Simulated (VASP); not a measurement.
Wanted: the native input for a VASP 6.6.1 run.

| Property | Result |
| --- | --- |
| Task | single point |
| Functional | PBEsol |
| Potentials or basis | VASP PAW PBE potentials, release 64 (W_sv, C) |
| Cutoff | 520 eV |
| k mesh | 11 × 11 × 11 |
| Occupations | methfessel-paxton, width 0.1 eV |
| Spin | no spin polarisation |
| Dipole correction | no |
| Further INCAR settings | ALGO = Normal; EDIFF = 1e-06; NBANDS = 16 |

The structure of WC lies in POSCAR:

```
WC
1.0
    0.0000000000      2.1552615241      2.1552615241
    2.1552615241      0.0000000000      2.1552615241
    2.1552615241      2.1552615241      0.0000000000
W C
1 1
Direct
    0.0000000000      0.0000000000      0.0000000000
    0.5000000000      0.5000000000      0.5000000000
```

These files were run (other wordings do the same):

INCAR

```
SYSTEM = WC
  PREC = Accurate
  ENCUT = 520
  EDIFF = 1E-6
  ISMEAR = 1
  SIGMA = 0.1
  LREAL = .False.
  LASPH = .True.
  NELM = 80
  ALGO = Normal
  ISIF = 2
  LWAVE = .False.
  LCHARG = .False.
  GGA = PS
  NBANDS = 16
```

KPOINTS

```
regular mesh
0
Gamma
  11 11 11
  0 0 0
```

Potentials or basis: VASP PAW PBE potentials, release 64 (W_sv, C).

Run with:

```sh
$ cat potpaw_PBE.64/W_sv/POTCAR potpaw_PBE.64/C/POTCAR > POTCAR
$ mpirun -np 1 vasp_std > vasp.out
```

Results of the run:

| Item | Value |
| --- | --- |
| Pressure | 11.2 GPa |
| Band gap on the k mesh | zero (band 9 reaches 14.09 eV, above the bottom of band 10 at 10.77 eV) |

Caveat: the PAW data sets were made with another functional, which shifts forces and pressure a little; spin-orbit coupling is left out, which moves the levels of the heavy elements.

Run time: 5.9 s on 1 thread of Intel(R) Xeon(R) 6975P-C (Granite Rapids), with other jobs on the host, peak memory 0.14 GiB.
